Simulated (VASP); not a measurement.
PdC18, 19 atoms in the cell. The cell holds a slab with vacuum, 19 atoms: a = 7.398 Å, b = 7.398 Å, c = 11.000 Å, α = 90.00°, β = 90.00°, γ = 120.00°. 

| Quantity | Value |
| --- | --- |
| Program | VASP 6.6.1 |
| Task | single point |
| Functional | LDA |
| Potentials or basis | VASP PAW LDA potentials, release 64 (C, Pd) |
| Cutoff | 520 eV |
| k mesh | 2 × 2 × 1 |
| Occupations | fermi-dirac, width 0.05 eV |
| Spin | no spin polarisation |
| Dipole correction | no |
| Further INCAR settings | LREAL = Auto; ALGO = Normal; EDIFF = 1e-06; NBANDS = 56 |

Potentials or basis: VASP PAW LDA potentials, release 64 (C, Pd).

The run is started by

```console
$ cat potpaw_LDA.64/C/POTCAR potpaw_LDA.64/Pd/POTCAR > POTCAR
$ mpirun -np 1 vasp_std > vasp.out
```

Hardware: 1 thread of Oxide Virtual Turin-like Processor, with other jobs on the host.

**Question.** How long does it take, and how much memory?

**Answer.** Wall time 7.1 min on 1 thread of Oxide Virtual Turin-like Processor (shared host), peak memory 0.38 GiB. Counts: scf iterations 24, k points 4.
